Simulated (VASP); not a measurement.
Here is a VASP 6.6.1 calculation.

INCAR

```
  PREC = Accurate
  ENCUT = 520
  EDIFF = 1E-6
  ISMEAR = 0
  SIGMA = 0.02
  LREAL = False
  LASPH = True
  NELM = 100
  ALGO = Normal
  ISIF = 2
  LWAVE = False
  LCHARG = False
  GGA = PS
  NBANDS = 28
```

Contents of KPOINTS:

```
regular mesh
0
Gamma
  8 8 8
```

File POSCAR:

```
SrTiO3
1.0
    3.7706984526      0.0000000000      0.0000000000
    0.0000000000      3.7706984526      0.0000000000
    0.0000000000      0.0000000000      3.7706984526
Sr Ti O
1 1 3
Direct
    0.5000000000      0.5000000000      0.5000000000
    0.0000000000      0.0000000000      0.0000000000
    0.5000000000      0.0000000000      0.0000000000
    0.0000000000      0.5000000000      0.0000000000
    0.0000000000      0.0000000000      0.5000000000
```

Potentials or basis: VASP PAW PBE potentials, release 64 (Sr_sv, Ti_sv, O).

Launch:

```console
$ cat potpaw_PBE.64/Sr_sv/POTCAR potpaw_PBE.64/Ti_sv/POTCAR potpaw_PBE.64/O/POTCAR > POTCAR
$ mpirun -np 1 vasp_std > vasp.out
```

(1) Estimate the band gap on the k mesh.

(2) What does it give for the pressure?

Results:

(1) 1.97 eV, indirect (least direct gap 2.25 eV).

(2) 22.5 GPa.

Caveat: the PAW data sets were made with another functional, which shifts forces and pressure a little.
